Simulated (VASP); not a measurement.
# AlN (Cm) in VASP: notebook

AlN is run at these levels: r2SCAN; tasks: single point.

All numbers are computed with VASP 6.6.1; they aren't measurements. Logs are shortened: lines on timing, memory, paths and dates and some standing lists are left out, and cuts for length are marked.

## (1) The cell of the first run

Symmetry: Cm, No. 8, monoclinic system. Conventional cell: a = 5.350 Å, b = 3.089 Å, c = 3.089 Å, α = 90.00°, β = 125.26°, γ = 90.00°. Al (site symmetry m) has 4 N at 1.77 to 2.02 Å within 2.4 Å. N (site symmetry m) has 4 Al at 1.77 to 2.02 Å within 2.4 Å.

## (2) Single point, r2SCAN

File POSCAR:

```
AlN
1.0
    0.0000000000      2.1839935596      2.1839935596
    2.1839935596      0.0000000000      2.1839935596
    2.1839935596      2.1839935596      0.0000000000
Al N
1 1
Direct
    0.0485651694      0.0000000000      0.0000000000
    0.7500000000      0.7500000000      0.7500000000
```

File INCAR.step1:

```
PREC = Accurate
ENCUT = 520
ISMEAR = 0
SIGMA = 0.05
LREAL = F
LASPH = T
NELM = 80
NBANDS = 11
GGA = PE
ALGO = Normal
EDIFF = 1E-4
LWAVE = T
LCHARG = F
```

File INCAR.step2:

```
PREC = Accurate
ENCUT = 520
EDIFF = 1E-6
ISMEAR = 0
SIGMA = 0.05
LREAL = F
LASPH = T
NELM = 80
ALGO = Normal
ISIF = 2
LWAVE = F
LCHARG = F
METAGGA = R2SCAN
LMIXTAU = T
NBANDS = 11
ISTART = 1
```

File KPOINTS:

```
Automatic mesh
0
Gamma
  10 10 10
```

Potentials or basis: VASP PAW PBE potentials, release 64 (Al, N).

Started as:

```
$ cat potpaw_PBE.64/Al/POTCAR potpaw_PBE.64/N/POTCAR > POTCAR
$ cp INCAR.step1 INCAR
$ mpirun -np 1 vasp_std > vasp.out
$ cp INCAR.step2 INCAR
$ mpirun -np 1 vasp_std > vasp.out
```

OUTCAR:

```text
PREC = Accurate
   ENCUT = 520
   EDIFF = 1E-6
   ISMEAR = 0
   LREAL = F
   LASPH = T
   NELM = 80
   ISIF = 2
   METAGGA = R2SCAN
   ISTART = 1

 ion  position               nearest neighbor table
   1  0.049  0.000  0.000-   2 1.77   2 1.90   2 1.90   2 2.02
   2  0.750  0.750  0.750-   1 1.77   1 1.90   1 1.90   1 2.02

  LATTYP: Found a face centered cubic cell.
 ALAT       =     4.3679871192

  Lattice vectors:

 A1 = (   0.0000000000,   2.1839935596,   2.1839935596)
 A2 = (   2.1839935596,   0.0000000000,   2.1839935596)
 A3 = (   2.1839935596,   2.1839935596,   0.0000000000)

Analysis of symmetry for initial positions (statically):
=====================================================================
 Subroutine PRICEL returns:
 Original cell was already a primitive cell.

 Routine SETGRP: Setting up the symmetry group for a
 face centered cubic supercell.

 Subroutine GETGRP returns: Found  2 space group operations
 (whereof  2 operations were pure point group operations)
 out of a pool of 48 trial point group operations.

The static configuration has the point symmetry C_1h.

Analysis of symmetry for dynamics (positions and initial velocities):
=====================================================================
 Subroutine PRICEL returns:
 Original cell was already a primitive cell.

 Routine SETGRP: Setting up the symmetry group for a
 face centered cubic supercell.

 Subroutine GETGRP returns: Found  2 space group operations
 (whereof  2 operations were pure point group operations)
 out of a pool of 48 trial point group operations.

The dynamic configuration has the point symmetry C_1h.

 Subroutine INISYM returns: Found  2 space group operations
 (whereof  2 operations are pure point group operations),
 and found     1 'primitive' translations

----------------------------------------------------------------------------------------

                                     Primitive cell

  volume of cell :      20.8345

  direct lattice vectors                    reciprocal lattice vectors
     0.000000000  2.183993560  2.183993560    -0.228938404  0.228938404  0.228938404
     2.183993560  0.000000000  2.183993560     0.228938404 -0.228938404  0.228938404
     2.183993560  2.183993560  0.000000000     0.228938404  0.228938404 -0.228938404

  length of vectors
     3.088633312  3.088633312  3.088633312     0.396532948  0.396532948  0.396532948

[... 81 lines left out ...]
   LREAL  =      F    real-space projection
   EDIFFG = 0.1E-04   stopping-criterion for IOM
   NSW    =      0    number of steps for IOM
   IBRION =     -1    ionic relax: 0-MD 1-quasi-New 2-CG
   NFREE  =      0    steps in history (QN), initial steepest desc. (CG)
   ISIF   =      2    stress and relaxation
   ISYM   =      2    0-nonsym 1-usesym 2-fastsym
   POTIM  = 0.5000    time-step for ionic-motion
   TEBEG  =    0.0;   TEEND  =   0.0 temperature during run
   PSTRESS=    0.0 pullay stress
   NELECT =       8.0000    total number of electrons
   NUPDOWN=      -1.0000    fix difference up-down
   EMIN   =  10.00;   EMAX   =-10.00  energy-range for DOS
   EFERMI =   0.00;   METHOD = LEGACY
   ISMEAR =     0;   SIGMA  =   0.05  broadening in eV -4-tet -1-fermi 0-gaus
   EFERMI_NEDOS =   21; number of points for ismear=-14 and -15
   IALGO  =     38    algorithm
   IMIX   =      4    mixing-type and parameters
     AMIX     =   0.40;   BMIX     =  1.00
     AMIX_MAG =   1.60;   BMIX_MAG =  1.00
  volume/ion in A,a.u.               =      10.42        70.30
  Fermi-wavevector in a.u.,A,eV,Ry     =   1.189899  2.248583 19.263943  1.415860
  Thomas-Fermi vector in A             =   2.325996
   LORBIT       =      0    0 simple, 1 ext, 2 COOP (PROOUT), +10 PAW based schemes
   METAGGA = R2SCAN    functional components
   LHFCALC =     F    Hartree Fock is set to
   AEXX    =    0.0000 exact exchange contribution
   IVDW    =     0    specifies the selected vdW correction
   LEPSILON=     F    determine dielectric tensor
   LRPA    =     F    only Hartree local field effects (RPA)
 non-spin polarized calculation
 Gauss-broadening in eV      SIGMA  =   0.05
  energy-cutoff  :      520.00
  volume of cell :       20.83
 maximum number of plane-waves:       571
   NGX = 11   NGY = 11   NGZ = 11

 number of electron       8.0000000 magnetization

 Free energy of the ion-electron system (eV)
  ---------------------------------------------------
  ext. energy  EPLUGINS =         0.00000000
  ---------------------------------------------------
  free energy    TOTEN  =       -19.00611420 eV

  energy without entropy =      -19.00611420  energy(sigma->0) =      -19.00611420

 E-fermi :   6.3892     XC(G=0): -11.4147

 val. band max:        6.0789873620   @ k =   0.0000   0.0000   0.0000
 cond. band min:       9.6090031580   @ k =   0.0000   0.5000   0.5000
 fundamental gap:      3.5300157960
 Fermi energy:         6.3892446847

 k-point     1 :       0.0000    0.0000    0.0000
  band No.  band energies     occupation
      1     -10.0571      2.00000
      2       5.2760      2.00000
      3       5.6862      2.00000
      4       6.0790      2.00000
      5      10.5328      0.00000
      6      19.1795      0.00000
      7      19.1952      0.00000
      8      19.2921      0.00000
      9      24.1384      0.00000
     10      24.1723      0.00000
     11      25.4173      0.00000
[... 309 lines left out ...]
 k-point    24 :       0.1000   -0.1000   -0.1000
  band No.  band energies     occupation
      1      -9.5331      2.00000
      2       3.4439      2.00000
      3       5.2798      2.00000
      4       5.7418      2.00000
      5      12.1753      0.00000
      6      17.8538      0.00000
      7      19.1363      0.00000
      8      19.8385      0.00000
      9      20.6080      0.00000
     10      23.8515      0.00000
     11      26.1527      0.00000

 [... further k-points ...]
[... 5 lines left out ...]
  --------------------------------------------------------------------------------------
  -------------------------------------------------------------------------------------
  Total        0.5748271      0.2634160      0.2634160     -1.0082196      0.4381256     -1.0082249
  in kB       44.2042243     20.2567008     20.2567008    -77.5321208     33.6918720    -77.5325310
  external PRESSURE =      28.2392086 kB  Pullay stress =       0.0000000 kB

 VOLUME and BASIS-vectors are now :
 -----------------------------------------------------------------------------
  energy-cutoff  :      520.00
  volume of cell :       20.83
      direct lattice vectors                 reciprocal lattice vectors
     0.000000000  2.183993560  2.183993560    -0.228938404  0.228938404  0.228938404
     2.183993560  0.000000000  2.183993560     0.228938404 -0.228938404  0.228938404
     2.183993560  2.183993560  0.000000000     0.228938404  0.228938404 -0.228938404

 POSITION                                       TOTAL-FORCE (eV/Angst)
 -----------------------------------------------------------------------------------
      0.00000      0.10607      0.10607         0.715716     -1.670258     -1.670258
      3.27599      3.27599      3.27599        -0.715716      1.670258      1.670258
 -----------------------------------------------------------------------------------
    total drift:                               -0.000343     -0.004622     -0.004622

  FREE ENERGIE OF THE ION-ELECTRON SYSTEM (eV)
  ---------------------------------------------------
  free  energy   TOTEN  =       -19.0061141965 eV

  energy  without entropy=      -19.0061141965  energy(sigma->0) =      -19.00611420
```

OUTCAR.step1:

```text
PREC = Accurate
   ENCUT = 520
   ISMEAR = 0
   LREAL = F
   LASPH = T
[... 556 lines left out ...]
 -----------------------------------------------------------------------------------
      0.00000      0.10607      0.10607         0.705845     -1.615944     -1.615944
      3.27599      3.27599      3.27599        -0.705845      1.615944      1.615944
 -----------------------------------------------------------------------------------
    total drift:                                0.000887     -0.005297     -0.005297

  FREE ENERGIE OF THE ION-ELECTRON SYSTEM (eV)
  ---------------------------------------------------
  free  energy   TOTEN  =       -14.6719646621 eV

  energy  without entropy=      -14.6719646621  energy(sigma->0) =      -14.67196466
```

OSZICAR.step1:

```text
N       E                     dE             d eps       ncg     rms          rms(c)
DAV:   1     0.115657191595E+02    0.11566E+02   -0.38491E+03  6340   0.602E+02
DAV:   2    -0.161986657664E+02   -0.27764E+02   -0.26717E+02  7374   0.138E+02
DAV:   3    -0.171238780240E+02   -0.92521E+00   -0.92402E+00  7610   0.242E+01
DAV:   4    -0.171287209427E+02   -0.48429E-02   -0.48426E-02  7050   0.192E+00
DAV:   5    -0.171287772229E+02   -0.56280E-04   -0.56280E-04  7491   0.201E-01    0.877E+00
DAV:   6    -0.146855676101E+02    0.24432E+01   -0.12225E+01  7255   0.175E+01    0.287E+00
DAV:   7    -0.146795474104E+02    0.60202E-02   -0.17705E-01  6987   0.330E+00    0.208E+00
DAV:   8    -0.146733392740E+02    0.62081E-02   -0.30466E-02  6882   0.162E+00    0.562E-01
DAV:   9    -0.146719134274E+02    0.14258E-02   -0.45034E-03  7482   0.406E-01    0.220E-01
DAV:  10    -0.146719646621E+02   -0.51235E-04   -0.41013E-04  6699   0.139E-01
   1 F= -.14671965E+02 E0= -.14671965E+02  d E =-.742419E-14
```

Run time: 69 s. Hardware: 1 thread of Intel Xeon 6975P-C (Granite Rapids), shared host; peak memory 0.18 GiB.

Results:

* Free energy: -19.0061 eV
* Pressure: 2.8 GPa
* Largest force: 2.468 eV/Å
* Band gap on the k mesh: 3.53 eV, indirect (least direct gap 4.45 eV)

Forces in eV/Å, atoms in the order of the input:
```
Al   0.716 -1.670 -1.670
N   -0.716  1.670  1.670
```

Stress tensor (GPa, compression positive):
```
 4.42 -7.75 -7.75
-7.75  2.03  3.37
-7.75  3.37  2.03
```

Levels at points of the mesh, in eV from the valence-band top:
```
           k point  band 1  band 2  band 3  band 4  band 5  band 6  band 7  band 8
(0.00, 0.00, 0.00)  -16.14   -0.80   -0.39    0.00    4.45   13.10   13.12   13.21
(0.50, 0.00, 0.00)  -14.11   -6.43   -0.85   -0.54    7.65   10.23   11.55   11.75
(0.00, 0.50, 0.00)  -14.13   -6.28   -1.15   -0.59    7.73   10.35   11.40   11.83
(0.50, 0.50, 0.50)  -14.15   -6.12   -1.23   -0.89    7.91   10.50   11.37   11.66
(0.50, 0.50, 0.00)  -13.50   -5.34   -2.39   -1.99    3.55    9.03   14.66   16.53
(0.00, 0.50, 0.50)  -13.50   -5.35   -2.18   -2.14    3.53    8.95   14.65   16.62
```

Caveat: the cell differs from its parent crystal (all Al atoms moved -0.150 Å, as atom 1 towards its neighbour atom 1 (Al) at 3.089 Å); the PAW data sets were made with another functional, which shifts forces and pressure a little. A k mesh can miss the band edges.

## (3) Single point, r2SCAN

Edit POSCAR of step 2 so:

```diff
@@ -8,3 +8,3 @@
 Direct
-    0.0485651694      0.0000000000      0.0000000000
+   -0.0849890464      0.0000000000      0.0000000000
     0.7500000000      0.7500000000      0.7500000000
```

File INCAR.step1:

```
PREC = Accurate
ENCUT = 520
ISMEAR = 0
SIGMA = 0.05
LREAL = False
LASPH = True
NELM = 100
NBANDS = 11
GGA = PE
ALGO = Normal
EDIFF = 1E-4
LWAVE = True
LCHARG = False
```

File INCAR.step2:

```
PREC = Accurate
ENCUT = 520
EDIFF = 1E-7
ISMEAR = 0
SIGMA = 0.05
LREAL = False
LASPH = True
NELM = 100
ALGO = Normal
ISIF = 2
LWAVE = False
LCHARG = False
METAGGA = R2SCAN
LMIXTAU = True
NBANDS = 11
ISTART = 1
```

KPOINTS is that of step 2.

Potentials or basis: VASP PAW PBE potentials, release 64 (Al, N).

Started as:

```
$ cat potpaw_PBE.64/Al/POTCAR potpaw_PBE.64/N/POTCAR > POTCAR
$ cp INCAR.step1 INCAR
$ mpirun -np 1 vasp_std > vasp.out
$ cp INCAR.step2 INCAR
$ mpirun -np 1 vasp_std > vasp.out
```

Run time: 68 s. Hardware: 1 thread of Intel Xeon 6975P-C (Granite Rapids), shared host; peak memory 0.18 GiB.

Results (log left out):

```
Free energy            : -18.6270 eV
Pressure               : 9.1 GPa
Largest force          : 4.991 eV/Å
Band gap on the k mesh : 3.25 eV, indirect (least direct gap 4.11 eV)
```

Forces in eV/Å, atoms in the order of the input:
```
Al   2.272  3.142  3.142
N   -2.272 -3.142 -3.142
```

Stress tensor (GPa, compression positive):
```
14.73 15.46 15.46
15.46  6.34 10.03
15.46 10.03  6.34
```

Levels at points of the mesh, in eV from the valence-band top:
```csv
k point,band 2,band 3,band 4,band 5,band 6,band 7
"(0.00, 0.00, 0.00)",-1.34,-0.65,0.00,4.11,12.84,12.86
"(0.50, 0.00, 0.00)",-6.24,-1.72,-1.14,7.66,10.22,10.99
"(0.00, 0.50, 0.00)",-6.53,-1.58,-0.64,7.30,9.97,11.09
"(0.50, 0.50, 0.50)",-6.76,-1.07,-0.59,7.23,9.75,11.34
"(0.50, 0.50, 0.00)",-5.60,-2.76,-2.10,3.32,8.67,14.13
"(0.00, 0.50, 0.50)",-5.62,-2.41,-2.29,3.25,8.44,14.10
```

Caveat: the cell differs from its parent crystal (all Al atoms moved +0.263 Å, as atom 1 towards its neighbour atom 1 (Al) at 3.089 Å); the PAW data sets were made with another functional, which shifts forces and pressure a little. A k mesh can miss the band edges.

## (4) Single point, r2SCAN

Edit POSCAR of step 3 so:

```diff
@@ -8,3 +8,3 @@
 Direct
-   -0.0849890464      0.0000000000      0.0000000000
+   -0.0607064617      0.0000000000      0.0000000000
     0.7500000000      0.7500000000      0.7500000000
```

File INCAR.step1:

```
  PREC = Accurate
  ENCUT = 520
  ISMEAR = 0
  SIGMA = 0.05
  LREAL = False
  LASPH = True
  NELM = 60
  NBANDS = 11
  GGA = PE
  ALGO = Normal
  EDIFF = 1E-4
  LWAVE = True
  LCHARG = False
```

File INCAR.step2:

```
  PREC = Accurate
  ENCUT = 520
  EDIFF = 1E-6
  ISMEAR = 0
  SIGMA = 0.05
  LREAL = False
  LASPH = True
  NELM = 60
  ALGO = Normal
  ISIF = 2
  LWAVE = False
  LCHARG = True
  METAGGA = R2SCAN
  LMIXTAU = True
  LELF = True
  LVHAR = True
  NBANDS = 11
  ISTART = 1
```

KPOINTS is that of step 3.

Potentials or basis: VASP PAW PBE potentials, release 64 (Al, N).

Started as:

```
$ cat potpaw_PBE.64/Al/POTCAR potpaw_PBE.64/N/POTCAR > POTCAR
$ cp INCAR.step1 INCAR
$ mpirun -np 1 vasp_std > vasp.out
$ cp INCAR.step2 INCAR
$ mpirun -np 1 vasp_std > vasp.out
```

OUTCAR:

```text
PREC = Accurate
   ENCUT = 520
   EDIFF = 1E-6
   ISMEAR = 0
   LREAL = False
   LASPH = True
   NELM = 60
   ISIF = 2
   METAGGA = R2SCAN
   ISTART = 1

 ion  position               nearest neighbor table
   1  0.939  0.000  0.000-   2 1.74   2 1.90   2 1.90   2 2.05
   2  0.750  0.750  0.750-   1 1.74   1 1.90   1 1.90   1 2.05

  LATTYP: Found a face centered cubic cell.
 ALAT       =     4.3679871192

  Lattice vectors:

 A1 = (   0.0000000000,   2.1839935596,   2.1839935596)
 A2 = (   2.1839935596,   0.0000000000,   2.1839935596)
[... 512 lines left out ...]
      6      17.7342      0.00000
      7      18.9963      0.00000
      8      19.4552      0.00000
      9      21.2052      0.00000
     10      24.7053      0.00000
     11      25.5544      0.00000

 [... further k-points ...]
[... 5 lines left out ...]
  --------------------------------------------------------------------------------------
  -------------------------------------------------------------------------------------
  Total        0.9182575      0.4109392      0.4109392      1.3086689      0.6789876      1.3086750
  in kB       70.6140335     31.6012355     31.6012355    100.6366843     52.2141708    100.6371498
  external PRESSURE =      44.6055015 kB  Pullay stress =       0.0000000 kB

 VOLUME and BASIS-vectors are now :
 -----------------------------------------------------------------------------
  energy-cutoff  :      520.00
  volume of cell :       20.83
      direct lattice vectors                 reciprocal lattice vectors
     0.000000000  2.183993560  2.183993560    -0.228938404  0.228938404  0.228938404
     2.183993560  0.000000000  2.183993560     0.228938404 -0.228938404  0.228938404
     2.183993560  2.183993560  0.000000000     0.228938404  0.228938404 -0.228938404

 POSITION                                       TOTAL-FORCE (eV/Angst)
 -----------------------------------------------------------------------------------
      0.00000      2.05141      2.05141         1.130725      2.129854      2.129854
      3.27599      3.27599      3.27599        -1.130725     -2.129854     -2.129854
 -----------------------------------------------------------------------------------
    total drift:                                0.002576     -0.001451     -0.001451

  FREE ENERGIE OF THE ION-ELECTRON SYSTEM (eV)
  ---------------------------------------------------
  free  energy   TOTEN  =       -18.9053498958 eV

  energy  without entropy=      -18.9053498958  energy(sigma->0) =      -18.90534990
```

OSZICAR.step1:

```text
N       E                     dE             d eps       ncg     rms          rms(c)
DAV:   1     0.117346575007E+02    0.11735E+02   -0.38475E+03  6324   0.602E+02
DAV:   2    -0.161316679792E+02   -0.27866E+02   -0.26803E+02  7398   0.138E+02
DAV:   3    -0.170697190836E+02   -0.93805E+00   -0.93678E+00  7574   0.244E+01
DAV:   4    -0.170746423099E+02   -0.49232E-02   -0.49229E-02  7080   0.193E+00
DAV:   5    -0.170747001860E+02   -0.57876E-04   -0.57876E-04  7500   0.203E-01    0.885E+00
DAV:   6    -0.145901403903E+02    0.24846E+01   -0.12433E+01  7222   0.177E+01    0.289E+00
DAV:   7    -0.145824975447E+02    0.76428E-02   -0.17895E-01  6990   0.333E+00    0.210E+00
DAV:   8    -0.145756735408E+02    0.68240E-02   -0.31543E-02  6900   0.163E+00    0.548E-01
DAV:   9    -0.145742751707E+02    0.13984E-02   -0.46608E-03  7461   0.417E-01    0.213E-01
DAV:  10    -0.145743303514E+02   -0.55181E-04   -0.41740E-04  6738   0.142E-01
   1 F= -.14574330E+02 E0= -.14574330E+02  d E =-.485193E-18
```

Wall time 53 s (1 thread of Intel Xeon 6975P-C (Granite Rapids), shared host); peak memory 0.18 GiB.

What came out:

```
Free energy            : -18.9053 eV
Pressure               : 4.5 GPa
Largest force          : 3.217 eV/Å
Band gap on the k mesh : 3.43 eV, indirect (least direct gap 4.34 eV)
```

Forces on the atoms (eV/Å):
```
Al   1.131  2.130  2.130
N   -1.131 -2.130 -2.130
```

Stress tensor (GPa, compression positive):
```
 7.06 10.06 10.06
10.06  3.16  5.22
10.06  5.22  3.16
```

Caveat: the cell differs from its parent crystal (all Al atoms moved +0.188 Å, as atom 1 towards its neighbour atom 1 (Al) at 3.089 Å); the PAW data sets were made with another functional, which shifts forces and pressure a little. A k mesh can miss the band edges.
